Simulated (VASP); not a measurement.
**RbAgBr2: single point with PBE**

RbAgBr2:

```
Rb Br Ag
1.0
     4.51799    0.00000    0.00000
     0.00000    4.51799    0.00000
     0.00000    0.00000    6.35632
Rb Br Ag
1 2 1
Direct
  0.00000 0.00000 0.00000
  0.00000 0.00000 0.50000
  0.50000 0.50000 0.00000
  0.50000 0.50000 0.50000
```

- Program: VASP 6.6.1
- Task: single point
- Functional: PBE
- Potentials or basis: VASP PAW PBE potentials, release 64 (Rb_sv, Br, Ag)
- Cutoff: 520 eV
- k mesh: 4 × 4 × 4
- Occupations: fermi-dirac, width 0.001 eV
- Spin: no spin polarisation

* Pressure: 0.9 GPa
* Band gap on the k mesh: 1.18 eV, indirect (least direct gap 1.81 eV)

Levels at points of the mesh, in eV from the valence-band top:
| k point | band 14 | band 15 | band 16 | band 17 | band 18 | band 19 | band 20 | band 21 |
| --- | --- | --- | --- | --- | --- | --- | --- | --- |
| (0.00, 0.00, 0.00) | -1.25 | -0.70 | -0.63 | -0.63 | 1.18 | 5.48 | 6.18 | 7.79 |
| (0.50, 0.00, 0.00) | -1.44 | -1.18 | -0.69 | -0.08 | 3.92 | 5.15 | 6.48 | 7.43 |
| (0.50, 0.50, 0.00) | -1.42 | -0.82 | -0.82 | -0.80 | 1.93 | 5.86 | 5.86 | 7.78 |
| (0.00, 0.00, 0.50) | -1.24 | -1.10 | -0.59 | -0.59 | 2.75 | 5.45 | 5.61 | 7.53 |
| (0.50, 0.00, 0.50) | -1.16 | -1.03 | -0.11 | 0.00 | 4.71 | 4.92 | 5.35 | 6.97 |
| (0.50, 0.50, 0.50) | -1.42 | -0.93 | -0.79 | -0.79 | 3.32 | 6.43 | 6.43 | 6.79 |

It took 40 s on 1 thread of Intel(R) Xeon(R) 6975P-C (Granite Rapids), on a shared host, peak memory 0.27 GiB.

A k mesh can miss the band edges.
